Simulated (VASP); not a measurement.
Here is a VASP 6.6.1 calculation.

File INCAR:

```
SYSTEM = SrO
PREC = Accurate
ENCUT = 520
EDIFF = 1E-7
ISMEAR = -1
SIGMA = 0.02
LREAL = Auto
LASPH = .True.
NELM = 60
ALGO = Normal
ISIF = 2
LWAVE = .False.
LCHARG = .False.
GGA = PE
NBANDS = 78
```

File KPOINTS:

```
regular mesh
0
Gamma
  2 2 2
  0 0 0
```

Contents of POSCAR:

```
SrO
1.0
    0.0000000000      5.5845610339      5.5845610339
    5.5845610339      0.0000000000      5.5845610339
    5.5845610339      5.5845610339      0.0000000000
Sr O
8 8
Direct
    0.0058800503      0.0046910581     -0.0042999799
    0.0000604345      0.0081437914      0.4927634389
    0.0082952805      0.5018483070     -0.0065896853
   -0.0124051827      0.5098842116      0.4975989130
    0.5035892674     -0.0038144448      0.0041854677
    0.4932339325      0.0051065786      0.4992603686
    0.5053372114      0.4803318441      0.0112552266
    0.4940679282      0.4957609888      0.5029445435
    0.1337548279      0.1309227342      0.1172731386
    0.1224261846      0.1343868382      0.6228499391
    0.1283061454      0.6242025969      0.1302792638
    0.1241412702      0.6264462827      0.6243818411
    0.6361038009      0.1067982777      0.1312727170
    0.6318189520      0.1227868217      0.6226585185
    0.6254361764      0.6183204873      0.1293237724
    0.6086420185      0.6254447715      0.6377417094
```

Potentials or basis: VASP PAW PBE potentials, release 64 (Sr_sv, O).

Run with:

```bash
$ cat potpaw_PBE.64/Sr_sv/POTCAR potpaw_PBE.64/O/POTCAR > POTCAR
$ mpirun -np 1 vasp_std > vasp.out
```

Predict the band gap on the k mesh.

2.48 eV.

What does it give for the largest force?

0.613 eV/Å.

Predict the pressure.

1.4 GPa.

Forces on the atoms (eV/Å):
```
Sr  -0.243  0.259 -0.111
Sr  -0.081  0.264 -0.083
Sr   0.395 -0.114 -0.118
Sr   0.224  0.206 -0.041
Sr  -0.530 -0.023 -0.032
Sr  -0.008  0.566 -0.214
Sr   0.333 -0.370  0.358
Sr   0.101  0.112  0.271
O    0.049 -0.006 -0.129
O   -0.018 -0.209 -0.059
O   -0.163 -0.174  0.092
O    0.028 -0.327  0.017
O    0.079 -0.120  0.088
O    0.084 -0.075 -0.229
O   -0.126  0.047  0.110
O   -0.126 -0.036  0.080
```

Caveat: the k points lie up to 0.49 Å⁻¹ apart; the atoms stand as in a frame of molecular dynamics; the structure was generated, so it needn't be the stable form of SrO.
